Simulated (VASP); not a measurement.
A run of VASP 6.6.1 is set up as follows.

File INCAR:

```
SYSTEM = Si2B2C
PREC = Accurate
ENCUT = 520
EDIFF = 1E-6
ISMEAR = 0
SIGMA = 0.1
LREAL = .False.
LASPH = .True.
NELM = 80
ALGO = Normal
ISIF = 2
LWAVE = .False.
LCHARG = .True.
GGA = PE
LELF = .True.
LVHAR = .True.
NBANDS = 17
```

KPOINTS

```
regular mesh
0
Gamma
  12 12 6
  0 0 0
```

File POSCAR:

```
Si2B2C
1.0
    3.1995207659      0.0000000000      0.0000000000
   -1.5997603830      2.7708662632      0.0000000000
    0.0000000000      0.0000000000      6.7099604917
Si B C
2 2 1
Direct
    0.0000000000      0.0000000000      0.5000000000
    0.0000000000      0.0000000000      0.0000000000
    0.6666666667      0.3333333333      0.3739939601
    0.6666666667      0.3333333333      0.6260060399
    0.3333333333      0.6666666667      0.0000000000
```

Potentials or basis: VASP PAW PBE potentials, release 64 (Si, B, C).

Command:

```sh
$ cat potpaw_PBE.64/Si/POTCAR potpaw_PBE.64/B/POTCAR potpaw_PBE.64/C/POTCAR > POTCAR
$ mpirun -np 1 vasp_std > vasp.out
```

Task: Predict the pressure.

Result: 0.0 GPa.

Task: Estimate the band gap on the k mesh.

Result: Zero (band 9 reaches 7.39 eV, above the bottom of band 10 at 5.20 eV).

Stress tensor (GPa, compression positive):
```
-0.08  0.00  0.00
 0.00 -0.08  0.00
 0.00  0.00  0.03
```
